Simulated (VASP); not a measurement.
Here is a VASP 6.6.1 calculation.

INCAR

```
  PREC = Accurate
  ENCUT = 500
  EDIFF = 1E-6
  ISMEAR = 0
  SIGMA = 0.15
  LREAL = F
  LASPH = T
  NELM = 120
  ALGO = Normal
  ISIF = 2
  LWAVE = F
  LCHARG = F
  GGA = PE
  NBANDS = 15
  GGA_COMPAT = F
```

Contents of KPOINTS:

```
regular mesh
0
Gamma
  4 4 4
```

The input POSCAR:

```
RbBr
1.0
    0.0000000000      3.4902621402      3.4902621402
    3.4902621402      0.0000000000      3.4902621402
    3.4902621402      3.4902621402      0.0000000000
Rb Br
1 1
Direct
    0.5000000000      0.5000000000      0.5000000000
    0.0000000000      0.0000000000      0.0000000000
```

Potentials or basis: VASP PAW PBE potentials, release 64 (Rb_sv, Br).

Launch:

```bash
$ cat potpaw_PBE.64/Rb_sv/POTCAR potpaw_PBE.64/Br/POTCAR > POTCAR
$ mpirun -np 1 vasp_std > vasp.out
```

Q: Estimate the pressure.

A: 0.2 GPa.

Q: Estimate the band gap on the k mesh.

A: 4.23 eV, direct.
